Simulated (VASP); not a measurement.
# Si2Ni (P1) in VASP: single point with PBEsol

Aim: the single point of Si2Ni with PBEsol.

Everything below comes from runs of VASP 6.6.1. Logs are shortened: lines on timing, memory, paths and dates and some standing lists are left out, and cuts for length are marked.

**1. The cell of the first run**

The typed cell holds 3 atoms: a = 3.812 Å, b = 3.812 Å, c = 3.812 Å, α = 60.00°, β = 60.00°, γ = 60.00°.

**2. Single point, PBEsol (atoms moved at random)**

INCAR reads:

```
PREC = Accurate
ENCUT = 520
EDIFF = 1E-6
ISMEAR = 0
SIGMA = 0.15
LREAL = False
LASPH = True
NELM = 100
ALGO = Normal
ISIF = 2
LWAVE = False
LCHARG = False
GGA = PS
NBANDS = 16
```

KPOINTS reads:

```
Automatic mesh
0
Gamma
  12 12 12
```

POSCAR reads:

```
Si2Ni
1.0
    0.0000000000      2.6957048548      2.6957048548
    2.6957048548      0.0000000000      2.6957048548
    2.6957048548      2.6957048548      0.0000000000
Si Ni
2 1
Direct
    0.2471410607      0.2508498635      0.2546967145
    0.7512734748      0.7498938220      0.7482737055
    0.0015854644     -0.0007436855     -0.0029704199
```

Potentials or basis: VASP PAW PBE potentials, release 64 (Si, Ni).

Run with:

```sh
cat potpaw_PBE.64/Si/POTCAR potpaw_PBE.64/Ni/POTCAR > POTCAR
mpirun -np 1 vasp_std > vasp.out
```

OUTCAR:

```text
PREC = Accurate
   ENCUT = 520
   EDIFF = 1E-6
   ISMEAR = 0
   LREAL = False
   LASPH = True
   NELM = 100
   ISIF = 2
   GGA = PS

 ion  position               nearest neighbor table
   1  0.247  0.251  0.255-   3 2.31   3 2.33   3 2.35   3 2.35   2 2.68   2 2.69   2 2.69   2 2.70
                             2 2.70   2 2.72
   2  0.751  0.750  0.748-   3 2.33   3 2.33   3 2.34   3 2.34   1 2.68   1 2.69   1 2.69   1 2.70
                             1 2.70   1 2.72
   3  0.002  0.999  0.997-   1 2.31   2 2.33   1 2.33   2 2.33   2 2.34   2 2.34   1 2.35   1 2.35

  LATTYP: Found a face centered cubic cell.
 ALAT       =     5.3914097096

  Lattice vectors:

 A1 = (   0.0000000000,   2.6957048548,   2.6957048548)
 A2 = (   2.6957048548,   0.0000000000,   2.6957048548)
 A3 = (   2.6957048548,   2.6957048548,   0.0000000000)

Analysis of symmetry for initial positions (statically):
=====================================================================
 Subroutine PRICEL returns:
 Original cell was already a primitive cell.

 Routine SETGRP: Setting up the symmetry group for a
 face centered cubic supercell.

 Subroutine GETGRP returns: Found  1 space group operations
 (whereof  1 operations were pure point group operations)
 out of a pool of 48 trial point group operations.

The static configuration has the point symmetry C_1 .

Analysis of symmetry for dynamics (positions and initial velocities):
=====================================================================
 Subroutine PRICEL returns:
 Original cell was already a primitive cell.

 Routine SETGRP: Setting up the symmetry group for a
 face centered cubic supercell.

 Subroutine GETGRP returns: Found  1 space group operations
 (whereof  1 operations were pure point group operations)
 out of a pool of 48 trial point group operations.

The dynamic configuration has the point symmetry C_1 .

 Subroutine INISYM returns: Found  1 space group operations
 (whereof  1 operations are pure point group operations),
 and found     1 'primitive' translations

----------------------------------------------------------------------------------------

                                     Primitive cell

  volume of cell :      39.1784

  direct lattice vectors                    reciprocal lattice vectors
     0.000000000  2.695704855  2.695704855    -0.185480246  0.185480246  0.185480246
     2.695704855  0.000000000  2.695704855     0.185480246 -0.185480246  0.185480246
     2.695704855  2.695704855  0.000000000     0.185480246  0.185480246 -0.185480246

  length of vectors
     3.812302366  3.812302366  3.812302366     0.321261210  0.321261210  0.321261210

  position of ions in fractional coordinates (direct lattice)
     0.247141061  0.250849864  0.254696714
     0.751273475  0.749893822  0.748273705
     0.001585464  0.999256315  0.997029580

  ion indices of the primitive-cell ions
   primitive index   ion index
                 1           1
                 2           2
                 3           3

----------------------------------------------------------------------------------------

 KPOINTS: Automatic mesh

Automatic generation of k-mesh.
 Grid dimensions read from file:
 generate k-points for:   12   12   12

 Generating k-lattice:

  Cartesian coordinates                     Fractional coordinates (reciprocal lattice)
    -0.015456687  0.015456687  0.015456687     0.083333333  0.000000000  0.000000000
     0.015456687 -0.015456687  0.015456687     0.000000000  0.083333333  0.000000000
     0.015456687  0.015456687 -0.015456687     0.000000000  0.000000000  0.083333333

  Length of vectors
     0.026771768  0.026771768  0.026771768

  Shift w.r.t. Gamma in fractional coordinates (k-lattice)
     0.000000000  0.000000000  0.000000000

 Subroutine IBZKPT returns following result:
 ===========================================

 Found    868 irreducible k-points:

 Following reciprocal coordinates:
            Coordinates               Weight
  0.000000  0.000000  0.000000      1.000000
  0.083333  0.000000  0.000000      2.000000
  0.000000  0.083333  0.000000      2.000000
  0.000000  0.000000  0.083333      2.000000
  0.083333  0.083333  0.083333      2.000000
  0.166667  0.000000  0.000000      2.000000
[... 16 lines left out ...]
  0.000000  0.500000  0.000000      1.000000
  0.000000  0.000000  0.500000      1.000000
 [... further k-points ...]
   k-points           NKPTS =    868   k-points in BZ     NKDIM =    868   number of bands    NBANDS=     16
   number of dos      NEDOS =    301   number of ions     NIONS =      3
   total plane-waves  NPLWV =  21952
   dimension x,y,z NGX =    28 NGY =   28 NGZ =   28
   dimension x,y,z NGXF=    56 NGYF=   56 NGZF=   56
   ions per type =               2   1
   NGX,Y,Z   is equivalent  to a cutoff of  12.21, 12.21, 12.21 a.u.
   NGXF,Y,Z  is equivalent  to a cutoff of  24.42, 24.42, 24.42 a.u.
 SYSTEM =  unknown system
   PREC   = accura    normal or accurate (medium, high low for compatibility)
   ISTART =      0    job   : 0-new  1-cont  2-samecut
   ICHARG =      2    charge: 1-file 2-atom 10-const
   ISPIN  =      1    spin polarized calculation?
   LNONCOLLINEAR =      F non collinear calculations
   LSORBIT =      F    spin-orbit coupling
   LASPH  =      T    aspherical Exc in radial PAW
   ENCUT  =  520.0 eV  38.22 Ry    6.18 a.u.   7.09  7.09  7.09*2*pi/ulx,y,z
   NELM   =    100;   NELMIN=  2; NELMDL= -5     # of ELM steps
   EDIFF  = 0.1E-05   stopping-criterion for ELM
   LREAL  =      F    real-space projection
   EDIFFG = 0.1E-04   stopping-criterion for IOM
   NSW    =      0    number of steps for IOM
   IBRION =     -1    ionic relax: 0-MD 1-quasi-New 2-CG
   NFREE  =      0    steps in history (QN), initial steepest desc. (CG)
   ISIF   =      2    stress and relaxation
   ISYM   =      2    0-nonsym 1-usesym 2-fastsym
   POTIM  = 0.5000    time-step for ionic-motion
   TEBEG  =    0.0;   TEEND  =   0.0 temperature during run
   PSTRESS=    0.0 pullay stress
   NELECT =      18.0000    total number of electrons
   NUPDOWN=      -1.0000    fix difference up-down
   EMIN   =  10.00;   EMAX   =-10.00  energy-range for DOS
   EFERMI =   0.00;   METHOD = LEGACY
   ISMEAR =     0;   SIGMA  =   0.15  broadening in eV -4-tet -1-fermi 0-gaus
   EFERMI_NEDOS =   21; number of points for ismear=-14 and -15
   IALGO  =     38    algorithm
   IMIX   =      4    mixing-type and parameters
     AMIX     =   0.40;   BMIX     =  1.00
     AMIX_MAG =   1.60;   BMIX_MAG =  1.00
  volume/ion in A,a.u.               =      13.06        88.13
  Fermi-wavevector in a.u.,A,eV,Ry     =   1.263233  2.387163 21.711587  1.595757
  Thomas-Fermi vector in A             =   2.396600
   LORBIT       =      0    0 simple, 1 ext, 2 COOP (PROOUT), +10 PAW based schemes
   GGA     = PS    functional components
   LHFCALC =     F    Hartree Fock is set to
   AEXX    =    0.0000 exact exchange contribution
   IVDW    =     0    specifies the selected vdW correction
   LEPSILON=     F    determine dielectric tensor
   LRPA    =     F    only Hartree local field effects (RPA)
 non-spin polarized calculation
 Gauss-broadening in eV      SIGMA  =   0.15
  energy-cutoff  :      520.00
  volume of cell :       39.18
 maximum number of plane-waves:      1067
   NGX = 15   NGY = 15   NGZ = 15

 number of electron      17.9999997 magnetization

 Free energy of the ion-electron system (eV)
  ---------------------------------------------------
  ext. energy  EPLUGINS =         0.00000000
  ---------------------------------------------------
  free energy    TOTEN  =       -18.98214379 eV

  energy without entropy =      -18.97171806  energy(sigma->0) =      -18.97693092

 E-fermi :  10.4724     XC(G=0): -11.7355

 val. band max:       10.4699923357   @ k =  -0.3333  -0.0833  -0.0833
 cond. band min:      10.4726849883   @ k =   0.5000   0.3333   0.0000
 fundamental gap:      0.0026926526
 Fermi energy:        10.4723653461

 k-point     1 :       0.0000    0.0000    0.0000
  band No.  band energies     occupation
      1      -3.4494      2.00000
      2       5.1952      2.00000
      3       5.2118      2.00000
      4       5.2231      2.00000
      5       6.9127      2.00000
      6       6.9135      2.00000
[... 8 lines left out ...]
     15      15.1976      0.00000
     16      15.2777      0.00000

 k-point     2 :       0.0833    0.0000    0.0000
  band No.  band energies     occupation
      1      -3.3458      2.00000
      2       5.0130      2.00000
      3       5.2297      2.00000
      4       5.2456      2.00000
      5       6.8935      2.00000
      6       6.8947      2.00000
[... 8 lines left out ...]
     15      14.8799      0.00000
     16      14.9846      0.00000

 k-point     3 :       0.0000    0.0833    0.0000
  band No.  band energies     occupation
      1      -3.3456      2.00000
      2       5.0023      2.00000
      3       5.2340      2.00000
      4       5.2551      2.00000
      5       6.8931      2.00000
      6       6.8934      2.00000
[... 8 lines left out ...]
     15      14.8559      0.00000
     16      15.0370      0.00000

 k-point     4 :       0.0000    0.0000    0.0833
  band No.  band energies     occupation
      1      -3.3454      2.00000
      2       4.9920      2.00000
      3       5.2461      2.00000
      4       5.2568      2.00000
      5       6.8920      2.00000
      6       6.8926      2.00000
[... 8 lines left out ...]
     15      14.8009      0.00000
     16      15.0903      0.00000

 k-point     5 :       0.0833    0.0833    0.0833
  band No.  band energies     occupation
      1      -3.3458      2.00000
      2       5.0109      2.00000
      3       5.2301      2.00000
      4       5.2478      2.00000
      5       6.8933      2.00000
      6       6.8946      2.00000
[... 8 lines left out ...]
     15      14.8788      0.00000
     16      14.9933      0.00000

 k-point     6 :       0.1667    0.0000    0.0000
  band No.  band energies     occupation
      1      -3.0368      2.00000
      2       4.4312      2.00000
      3       5.3201      2.00000
      4       5.3304      2.00000
      5       6.8522      2.00000
      6       6.8556      2.00000
[... 8 lines left out ...]
     15      14.9349      0.00000
     16      15.4163      0.00000

 k-point     7 :       0.0000    0.1667    0.0000
  band No.  band energies     occupation
      1      -3.0360      2.00000
      2       4.4232      2.00000
      3       5.3280      2.00000
      4       5.3423      2.00000
      5       6.8494      2.00000
      6       6.8518      2.00000
[... 8 lines left out ...]
     15      14.9147      0.00000
     16      15.4281      0.00000

 k-point     8 :       0.0000    0.0000    0.1667
  band No.  band energies     occupation
      1      -3.0352      2.00000
      2       4.4158      2.00000
      3       5.3417      2.00000
      4       5.3493      2.00000
      5       6.8467      2.00000
      6       6.8473      2.00000
[... 8 lines left out ...]
     15      14.8645      0.00000
     16      15.4484      0.00000

 k-point     9 :       0.1667    0.1667    0.1667
  band No.  band energies     occupation
      1      -3.0367      2.00000
      2       4.4296      2.00000
      3       5.3213      2.00000
      4       5.3328      2.00000
      5       6.8515      2.00000
      6       6.8551      2.00000
[... 8 lines left out ...]
     15      14.9320      0.00000
     16      15.4181      0.00000
[... 172 lines left out ...]
 k-point    19 :       0.0000    0.4167    0.0000
  band No.  band energies     occupation
      1      -0.9631      2.00000
      2       1.2877      2.00000
      3       5.6042      2.00000
      4       5.6321      2.00000
      5       6.8241      2.00000
      6       7.0055      2.00000
[... 8 lines left out ...]
     15      18.6930      0.00000
     16      19.3411      0.00000

 k-point    20 :       0.0000    0.0000    0.4167
  band No.  band energies     occupation
      1      -0.9528      2.00000
      2       1.2779      2.00000
      3       5.6359      2.00000
      4       5.6485      2.00000
      5       6.7879      2.00000
      6       7.0017      2.00000
[... 8 lines left out ...]
     15      18.7035      0.00000
     16      19.3229      0.00000

 k-point    21 :       0.4167    0.4167    0.4167
  band No.  band energies     occupation
      1      -0.9718      2.00000
      2       1.2971      2.00000
      3       5.5871      2.00000
      4       5.6125      2.00000
      5       6.8517      2.00000
      6       7.0126      2.00000
[... 8 lines left out ...]
     15      18.6835      0.00000
     16      19.3547      0.00000

 k-point    22 :       0.5000    0.0000    0.0000
  band No.  band energies     occupation
      1      -0.2226      2.00000
      2       0.4392      2.00000
      3       5.5975      2.00000
      4       5.6246      2.00000
      5       6.7290      2.00000
      6       7.0923      2.00000
[... 8 lines left out ...]
     15      19.6820      0.00000
     16      20.5398      0.00000

 k-point    23 :       0.0000    0.5000    0.0000
  band No.  band energies     occupation
      1      -0.1801      2.00000
      2       0.3960      2.00000
      3       5.6178      2.00000
      4       5.6504      2.00000
      5       6.6950      2.00000
      6       7.0846      2.00000
[... 8 lines left out ...]
     15      19.7180      0.00000
     16      20.4753      0.00000

 k-point    24 :       0.0000    0.0000    0.5000
  band No.  band energies     occupation
      1      -0.1338      2.00000
      2       0.3503      2.00000
      3       5.6514      2.00000
      4       5.6663      2.00000
      5       6.6580      2.00000
      6       7.0826      2.00000
[... 8 lines left out ...]
     15      19.7433      0.00000
     16      20.4073      0.00000

 [... further k-points ...]

------------------------ aborting loop because EDIFF is reached ----------------------------------------

  FORCE on cell =-STRESS in cart. coord.  units (eV):
  Direction    XX          YY          ZZ          XY          YZ          ZX
  --------------------------------------------------------------------------------------
  -------------------------------------------------------------------------------------
  Total       -0.0308079     -0.0325297     -0.0317663      0.0693417     -0.1508622     -0.0504140
  in kB       -1.2598687     -1.3302817     -1.2990639      2.8356846     -6.1694165     -2.0616492
  external PRESSURE =      -1.2964048 kB  Pullay stress =       0.0000000 kB

 VOLUME and BASIS-vectors are now :
 -----------------------------------------------------------------------------
  energy-cutoff  :      520.00
  volume of cell :       39.18
      direct lattice vectors                 reciprocal lattice vectors
     0.000000000  2.695704855  2.695704855    -0.185480246  0.185480246  0.185480246
     2.695704855  0.000000000  2.695704855     0.185480246 -0.185480246  0.185480246
     2.695704855  2.695704855  0.000000000     0.185480246  0.185480246 -0.185480246

 POSITION                                       TOTAL-FORCE (eV/Angst)
 -----------------------------------------------------------------------------------
      1.36280      1.35281      1.34244        -0.186865     -0.065670      0.068323
      4.03862      4.04234      4.04670         0.033885      0.005361     -0.030062
      5.38140      2.69197      2.69797         0.152979      0.060308     -0.038262
 -----------------------------------------------------------------------------------
    total drift:                               -0.000216     -0.000074      0.000043

  FREE ENERGIE OF THE ION-ELECTRON SYSTEM (eV)
  ---------------------------------------------------
  free  energy   TOTEN  =       -18.9821437911 eV

  energy  without entropy=      -18.9717180574  energy(sigma->0) =      -18.97693092
```

Run time: 9.9 min. Hardware: 1 thread of Intel Xeon 8259CL, shared host; peak memory 0.6 GiB.

Results:

```yaml
Free_energy: -18.9821 eV
Pressure: -0.1 GPa
Largest_force: 0.210 eV/Å
Band_gap_on_the_k_mesh: zero (bands 9 and 10 overlap by 2.13 eV)
```

Forces on the atoms (eV/Å):
```
Si  -0.187 -0.066  0.068
Si   0.034  0.005 -0.030
Ni   0.153  0.060 -0.038
```

Stress tensor (GPa, compression positive):
```
-0.13  0.28 -0.21
 0.28 -0.13 -0.62
-0.21 -0.62 -0.13
```

Caveat: the cell differs from its parent crystal (atoms moved at random); the PAW data sets were made with another functional, which shifts forces and pressure a little. Spin polarisation is off, so any magnetic state and its effect on volume and gap are missing.
